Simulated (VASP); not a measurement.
Runs of VASP 6.6.1 on Mg. The structure is that of space group Fm-3m (No. 225), or close to it. The cells are those of the table. This isn't the form of Mg at room conditions, which is hcp.

| task | cell | k mesh | gap on the mesh (eV) | pressure (GPa) |
| --- | --- | --- | --- | --- |
| relaxation of cell and atoms | relaxed from a = 2.713 Å, angles 60.0°, 1 atom | 8 × 8 × 8 | none | 0.0 |
| single point | a = 2.713 Å, angles 60.0°, 1 atom | 8 × 8 × 8 | none | (a) |
| single point | a = 3.196 Å, angles 60.0°, 1 atom | 8 × 8 × 8 | none | 0.0 |
| single point | a = 3.196 Å, angles 60.0°, 1 atom | 16 × 16 × 16 | none | -0.1 |

Alike in all rows: level PBE; potentials or basis VASP PAW PBE potentials, release 64 (Mg); no spin polarisation; cutoff (eV) 600; smearing gaussian 0.1 eV.

Question: Fill in the values left out.

Answer: (a) 45.7.

Caveats: the cell stands under pressure (at least some runs).

A gap of «none» marks levels without a gap at the run's occupations.
